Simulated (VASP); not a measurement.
# MnHg (P4/mmm) in VASP: electric field gradients with PBE

Aim: the electric field gradients of MnHg with PBE.

Program: VASP 6.6.1. These are calculated values, not measurements. Logs are shortened: lines on timing, memory, paths and dates and some standing lists are left out, and cuts for length are marked.

## Step 1: The cell of the first run

It takes space group P4/mmm (No. 123, tetragonal). The conventional cell has a = 3.310 Å, b = 3.310 Å, c = 3.335 Å, α = 90.00°, β = 90.00°, γ = 90.00°. Mn (site symmetry 4/mmm) has 8 Hg at 2.87 Å and 6 Mn at 3.31 to 3.33 Å within 3.8 Å. Within 3.8 Å of Hg (site symmetry 4/mmm) lie 8 Mn at 2.87 Å and 6 Hg at 3.31 to 3.33 Å.

## Step 2: Electric field gradients, PBE, collinear spin, ferromagnetic start (volume scaled by 1.02)

Input file INCAR:

```
SYSTEM = MnHg
ALGO     = Normal         ! electronic algorithm
EDIFF    = 1E-8           ! SCF threshold, eV
ENCUT    = 520            ! plane-wave cutoff, eV
GGA      = PE             ! functional
ISIF     = 2              ! what is computed and relaxed
ISMEAR   = -1             ! smearing method
ISPIN    = 2              ! spin polarisation
LASPH    = .TRUE.         ! aspherical terms in the spheres
LCHARG   = .FALSE.        ! write CHGCAR
LEFG     = .TRUE.       
LMAXMIX  = 4              ! l up to which the mixer works
LORBIT   = 11             ! projections on sites
LREAL    = .FALSE.        ! projectors in reciprocal space
LWAVE    = .FALSE.        ! write WAVECAR
MAGMOM   = 4 0            ! initial moments
NBANDS   = 24             ! bands
NELM     = 150            ! most SCF steps
PREC     = Accurate       ! precision mode
SIGMA    = 0.05           ! smearing width, eV
```

Input file KPOINTS:

```
k-points
0
G
  11 11 11
  0 0 0
```

Input file POSCAR:

```
MnHg
1.0
    3.3097754690      0.0000000000      0.0000000000
    0.0000000000      3.3097754690      0.0000000000
    0.0000000000      0.0000000000      3.3349410368
Mn Hg
1 1
Direct
    0.5000000000      0.5000000000      0.5000000000
    0.0000000000      0.0000000000      0.0000000000
```

Potentials or basis: VASP PAW PBE potentials, release 64 (Mn_pv, Hg).

The run is started by

```console
> cat potpaw_PBE.64/Mn_pv/POTCAR potpaw_PBE.64/Hg/POTCAR > POTCAR
> mpirun -np 1 vasp_std > vasp.out
```

OUTCAR:

```text
SYSTEM = MnHg
   EDIFF = 1E-8
   ENCUT = 520
   GGA = PE
   ISIF = 2
   ISMEAR = -1
   ISPIN = 2
   LASPH = .TRUE.
   LORBIT = 11
   LREAL = .FALSE.
   NELM = 150
   PREC = Accurate

 ion  position               nearest neighbor table
   1  0.500  0.500  0.500-   2 2.87   2 2.87   2 2.87   2 2.87   2 2.87   2 2.87   2 2.87   2 2.87

   2  0.000  0.000  0.000-   1 2.87   1 2.87   1 2.87   1 2.87   1 2.87   1 2.87   1 2.87   1 2.87

  LATTYP: Found a simple tetragonal cell.
 ALAT       =     3.3097754690
 C/A-ratio  =     1.0076034063

  Lattice vectors:

 A1 = (   3.3097754690,   0.0000000000,   0.0000000000)
 A2 = (   0.0000000000,   3.3097754690,   0.0000000000)
 A3 = (   0.0000000000,   0.0000000000,   3.3349410368)

Analysis of symmetry for initial positions (statically):
=====================================================================
 Subroutine PRICEL returns:
 Original cell was already a primitive cell.

 Routine SETGRP: Setting up the symmetry group for a
 simple tetragonal supercell.

 Subroutine GETGRP returns: Found 16 space group operations
 (whereof 16 operations were pure point group operations)
 out of a pool of 16 trial point group operations.

The static configuration has the point symmetry D_4h.

Analysis of symmetry for dynamics (positions and initial velocities):
=====================================================================
 Subroutine PRICEL returns:
 Original cell was already a primitive cell.

 Routine SETGRP: Setting up the symmetry group for a
 simple tetragonal supercell.

 Subroutine GETGRP returns: Found 16 space group operations
 (whereof 16 operations were pure point group operations)
 out of a pool of 16 trial point group operations.

The dynamic configuration has the point symmetry D_4h.

Analysis of structural, dynamic, and magnetic symmetry:
=====================================================================
 Subroutine PRICEL returns:
 Original cell was already a primitive cell.

 Routine SETGRP: Setting up the symmetry group for a
 simple tetragonal supercell.

 Subroutine GETGRP returns: Found 16 space group operations
 (whereof 16 operations were pure point group operations)
 out of a pool of 16 trial point group operations.

The overall configuration has the point symmetry D_4h.

 Subroutine INISYM returns: Found 16 space group operations
 (whereof 16 operations are pure point group operations),
 and found     1 'primitive' translations

----------------------------------------------------------------------------------------

                                     Primitive cell

  volume of cell :      36.5330

  direct lattice vectors                    reciprocal lattice vectors
     3.309775469  0.000000000  0.000000000     0.302135299  0.000000000  0.000000000
     0.000000000  3.309775469  0.000000000     0.000000000  0.302135299  0.000000000
     0.000000000  0.000000000  3.334941037     0.000000000  0.000000000  0.299855376

  length of vectors
     3.309775469  3.309775469  3.334941037     0.302135299  0.302135299  0.299855376

  position of ions in fractional coordinates (direct lattice)
     0.500000000  0.500000000  0.500000000
     0.000000000  0.000000000  0.000000000

  ion indices of the primitive-cell ions
   primitive index   ion index
                 1           1
                 2           2

----------------------------------------------------------------------------------------

 KPOINTS: k-points

Automatic generation of k-mesh.
 Grid dimensions read from file:
 generate k-points for:   11   11   11

 Generating k-lattice:

  Cartesian coordinates                     Fractional coordinates (reciprocal lattice)
     0.027466845  0.000000000  0.000000000     0.090909091  0.000000000  0.000000000
     0.000000000  0.027466845  0.000000000     0.000000000  0.090909091  0.000000000
[... 54 lines left out ...]
   LSORBIT =      F    spin-orbit coupling
   LASPH  =      T    aspherical Exc in radial PAW
   ENCUT  =  520.0 eV  38.22 Ry    6.18 a.u.   6.15  6.15  6.20*2*pi/ulx,y,z
   NELM   =    150;   NELMIN=  2; NELMDL= -5     # of ELM steps
   EDIFF  = 0.1E-07   stopping-criterion for ELM
   LREAL  =      F    real-space projection
   EDIFFG = 0.1E-06   stopping-criterion for IOM
   NSW    =      0    number of steps for IOM
   IBRION =     -1    ionic relax: 0-MD 1-quasi-New 2-CG
   NFREE  =      0    steps in history (QN), initial steepest desc. (CG)
   ISIF   =      2    stress and relaxation
   ISYM   =      2    0-nonsym 1-usesym 2-fastsym
   POTIM  = 0.5000    time-step for ionic-motion
   TEBEG  =    0.0;   TEEND  =   0.0 temperature during run
   PSTRESS=    0.0 pullay stress
   NELECT =      25.0000    total number of electrons
   NUPDOWN=      -1.0000    fix difference up-down
   EMIN   =  10.00;   EMAX   =-10.00  energy-range for DOS
   EFERMI =   0.00;   METHOD = LEGACY
   ISMEAR =    -1;   SIGMA  =   0.05  broadening in eV -4-tet -1-fermi 0-gaus
   EFERMI_NEDOS =   21; number of points for ismear=-14 and -15
   IALGO  =     38    algorithm
   IMIX   =      4    mixing-type and parameters
     AMIX     =   0.40;   BMIX     =  1.00
     AMIX_MAG =   1.60;   BMIX_MAG =  1.00
  volume/ion in A,a.u.               =      18.27       123.27
  Fermi-wavevector in a.u.,A,eV,Ry     =   1.442646  2.726206 28.316817  2.081227
  Thomas-Fermi vector in A             =   2.561143
   LORBIT       =     11    0 simple, 1 ext, 2 COOP (PROOUT), +10 PAW based schemes
   GGA     = PE    functional components
   LHFCALC =     F    Hartree Fock is set to
   AEXX    =    0.0000 exact exchange contribution
   IVDW    =     0    specifies the selected vdW correction
   LEPSILON=     F    determine dielectric tensor
   LRPA    =     F    only Hartree local field effects (RPA)
 spin polarized calculation
  energy-cutoff  :      520.00
  volume of cell :       36.53
 maximum number of plane-waves:       996
 NGX is ok and might be reduce to    28
   NGX = 13   NGY = 13   NGZ = 13

 number of electron      25.0000009 magnetization       3.9652826

 Free energy of the ion-electron system (eV)
  ---------------------------------------------------
  ext. energy  EPLUGINS =         0.00000000
  ---------------------------------------------------
  free energy    TOTEN  =        -8.49754525 eV

  energy without entropy =       -8.48371830  energy(sigma->0) =       -8.49063178

 E-fermi :   5.5191     XC(G=0): -11.6671

 val. band max:        5.5186050900   @ k =   0.1818   0.0000   0.1818
 cond. band min:       5.5218327290   @ k =   0.4545   0.2727   0.0000
 fundamental gap:      0.0032276390
 Fermi energy:         5.5191347617

 spin component 1

 k-point     1 :       0.0000    0.0000    0.0000
  band No.  band energies     occupation
      1     -44.7053      1.00000
      2     -44.7014      1.00000
      3     -44.7014      1.00000
      4      -4.1316      1.00000
      5      -2.7467      1.00000
      6      -2.7360      1.00000
[... 637 lines left out ...]
     23      22.1905      0.00000
     24      23.8484      0.00000

 [... further k-points ...]

 spin component 2

 k-point     1 :       0.0000    0.0000    0.0000
  band No.  band energies     occupation
      1     -40.6218      1.00000
      2     -40.6192      1.00000
      3     -40.6192      1.00000
      4      -3.9011      1.00000
      5      -2.7240      1.00000
      6      -2.7106      1.00000
[... 637 lines left out ...]
     23      22.5504      0.00000
     24      24.3020      0.00000

 [... further k-points ...]
[... 5 lines left out ...]
  --------------------------------------------------------------------------------------
  -------------------------------------------------------------------------------------
  Total        0.2468761      0.2468761      0.2120777      0.0000000      0.0000000      0.0000000
  in kB       10.8269072     10.8269072      9.3008027      0.0000000      0.0000000      0.0000000
  external PRESSURE =      10.3182057 kB  Pullay stress =       0.0000000 kB

 VOLUME and BASIS-vectors are now :
 -----------------------------------------------------------------------------
  energy-cutoff  :      520.00
  volume of cell :       36.53
      direct lattice vectors                 reciprocal lattice vectors
     3.309775469  0.000000000  0.000000000     0.302135299  0.000000000  0.000000000
     0.000000000  3.309775469  0.000000000     0.000000000  0.302135299  0.000000000
     0.000000000  0.000000000  3.334941037     0.000000000  0.000000000  0.299855376

 POSITION                                       TOTAL-FORCE (eV/Angst)
 -----------------------------------------------------------------------------------
      1.65489      1.65489      1.66747         0.000000      0.000000      0.000000
      0.00000      0.00000      0.00000         0.000000      0.000000      0.000000
 -----------------------------------------------------------------------------------
    total drift:                                0.000000      0.000000      0.000000

  FREE ENERGIE OF THE ION-ELECTRON SYSTEM (eV)
  ---------------------------------------------------
  free  energy   TOTEN  =        -8.4975452504 eV

  energy  without entropy=       -8.4837183023  energy(sigma->0) =       -8.49063178

 Electric field gradients (V/A^2)
---------------------------------------------------------------------
 ion       V_xx      V_yy      V_zz      V_xy      V_xz      V_yz
---------------------------------------------------------------------
   1      -0.354    -0.354     0.709    -0.000    -0.000    -0.000
   2       0.199     0.199    -0.398     0.000    -0.000    -0.000
---------------------------------------------------------------------

 Electric field gradients after diagonalization (V/A^2)
 (convention: |V_zz| > |V_xx| > |V_yy|)
----------------------------------------------------------------------
 ion       V_xx      V_yy      V_zz     asymmetry (V_yy - V_xx)/ V_zz
----------------------------------------------------------------------
   1      -0.354    -0.354     0.709       0.000
   2       0.199     0.199    -0.398       0.000
----------------------------------------------------------------------

           NMR quadrupolar parameters

 Cq : quadrupolar parameter    Cq=e*Q*V_zz/h
 eta: asymmetry parameters     (V_yy - V_xx)/ V_zz
 Q  : nuclear electric quadrupole moment in mb (millibarn)
----------------------------------------------------------------------
 ion       Cq(MHz)       eta       Q (mb)
----------------------------------------------------------------------
   1       0.002       0.000       1.000
   2      -0.001       0.000       1.000
----------------------------------------------------------------------

 total charge

# of ion       s       p       d       tot
------------------------------------------
    1        0.252   6.174   4.971  11.397
    2        0.817   0.517   9.255  10.589
--------------------------------------------------
tot          1.068   6.691  14.226  21.986

 magnetization (x)

# of ion       s       p       d       tot
------------------------------------------
    1        0.030   0.018   3.811   3.859
    2       -0.041  -0.057   0.050  -0.048
--------------------------------------------------
tot         -0.012  -0.039   3.861   3.810
```

Wall time 3.5 min (1 thread of Intel Xeon Platinum 8259CL at 2.50GHz (Skylake/Cascade Lake), shared host); peak memory 0.3 GiB.

What came out:

```
Free energy                                           : -8.4975 eV
Pressure                                              : 1.0 GPa
Net moment                                            : 3.97 μB per cell
Site moments                                          : Mn +3.86; Hg -0.05 μB
Valence electrons inside the program's atomic spheres : Mn 11.40; Hg 10.59
```

Electric field gradients, principal values (V/Å²):
```tsv
atom	least	middle	greatest (by size)
1 Mn	-0.354	-0.354	0.709
2 Hg	0.199	0.199	-0.398
```

Caveat: without QUAD_EFG the Cq values of the log hold for a quadrupole moment of 1 mb, not for the nuclei; spin-orbit coupling is left out, which moves the levels of the heavy elements.
